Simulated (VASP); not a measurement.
ZnSe (Stilleite), 2 atoms in the cell. The structure is cubic, space group F-43m (No. 216). Conventional cell: a = 5.668 Å, b = 5.668 Å, c = 5.668 Å, α = 90.00°, β = 90.00°, γ = 90.00°. Zn (site symmetry -43m) has 4 Se at 2.45 Å within 3.2 Å. Se (site symmetry -43m) has 4 Zn at 2.45 Å within 3.2 Å. 

| Item | Value |
| --- | --- |
| Program | VASP 6.6.1 |
| Task | relaxation of cell and atoms |
| Functional | revPBE |
| Dispersion | D3(BJ) |
| Potentials or basis | VASP PAW PBE potentials, release 64 (Zn, Se) |
| Cutoff | 600 eV |
| k mesh | 7 × 7 × 7 |
| Occupations | gaussian, width 0.01 eV |
| Spin | no spin polarisation |
| Dipole correction | no |
| Further INCAR settings | ALGO = Normal; EDIFF = 1e-07; IBRION = 2; EDIFFG = -0.01; NSW = 80; ISIF = 3 |

Potentials or basis: VASP PAW PBE potentials, release 64 (Zn, Se).

The run is started by

```console
$ cat potpaw_PBE.64/Zn/POTCAR potpaw_PBE.64/Se/POTCAR > POTCAR
$ mpirun -np 1 vasp_std > vasp.out
```

Hardware: 1 thread of Intel(R) Xeon(R) 6975P-C (Granite Rapids), with other jobs on the host.

Question: Estimate the wall time of this run.

Answer: It took 30 s on 1 thread of Intel(R) Xeon(R) 6975P-C (Granite Rapids), on a shared host, peak memory 0.2 GiB. Counts: scf iterations 32, k points 20, ion steps 3.
